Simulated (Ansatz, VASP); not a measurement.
# NbP in VASP and in Ansatz

```
CELL_PARAMETERS angstrom
3.32025 0.00000 0.00000
0.00000 3.32025 0.00000
0.00000 0.00000 25.36171
ATOMIC_POSITIONS crystal
P 0.00000 0.00000 0.29854
P 0.50000 0.00000 0.40768
P 0.50000 0.50000 0.51870
P 0.00000 0.50000 0.63106
Nb 0.00000 0.50000 0.36915
Nb 0.00000 0.00000 0.48211
Nb 0.50000 0.00000 0.59280
Nb 0.50000 0.50000 0.69995
```

Alike in both runs: functional PBEsol; k mesh 10 × 10 × 1; occupations gaussian, width 0.1 eV; no spin polarisation.

Ansatz relaxed the structure, and its values are those at the end. VASP's run is a single point on that final structure, the one shown.

```csv
,VASP,Ansatz
version,VASP 6.6.1,Ansatz 0.2.0
potentials or method,"VASP PAW PBE potentials, release 64 (P, Nb_sv), cutoff 520 eV","scalar-relativistic, plane waves, PAW"
valence electrons in the cell,72,72
```

```csv
,VASP,Ansatz,Ansatz less VASP
gap on the k mesh at the Fermi level (eV),none,none,-
rms of the force components (eV/Å),0.005,0.003,-0.0013
```

VASP's potentials were made for PBE, not for PBEsol. A gap of «none» marks a metal or a gap that the smearing closes. Ansatz's warnings: xc potential rough in thin density.
